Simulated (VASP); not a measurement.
Wanted: the native input for a VASP 6.6.1 run.

| Property | Result |
| --- | --- |
| Task | single point |
| Functional | PBE |
| Potentials or basis | VASP PAW PBE potentials, release 64 (Na_pv) |
| Cutoff | 520 eV |
| k mesh | 10 × 10 × 10 |
| Occupations | fermi-dirac, width 0.08 eV |
| Spin | no spin polarisation |
| Dipole correction | no |
| Further INCAR settings | ALGO = Normal; EDIFF = 1e-06; NBANDS = 14 |

The structure of Na lies in POSCAR:

```
Na
1.0
    0.0000000000      3.4380975196      3.4380975196
    3.4380975196      0.0000000000      3.4380975196
    3.4380975196      3.4380975196      0.0000000000
Na
2
Direct
   -0.1250000000     -0.1250000000     -0.1250000000
    0.1250000000      0.1250000000      0.1250000000
```

This isn't the form of Na at room conditions, which is bcc.

The input as run:

INCAR

```
SYSTEM = Na
ALGO = Normal
EDIFF = 1E-6
ENCUT = 520
GGA = PE
ISIF = 2
ISMEAR = -1
LASPH = .True.
LCHARG = .False.
LREAL = .False.
LWAVE = .False.
NBANDS = 14
NELM = 100
PREC = Accurate
SIGMA = 0.08
```

KPOINTS

```
k-points
0
Gamma
  10 10 10
  0 0 0
```

Potentials or basis: VASP PAW PBE potentials, release 64 (Na_pv).

Launch:

```sh
$ cat potpaw_PBE.64/Na_pv/POTCAR > POTCAR
$ mpirun -np 1 vasp_std > vasp.out
```

Results of the run:

```
Pressure               : 1.4 GPa
Band gap on the k mesh : zero (bands 7 and 8 overlap by 1.10 eV)
```

It took 41 s on 1 thread of Intel Xeon 8259CL, with other jobs on the host, peak memory 0.21 GiB.
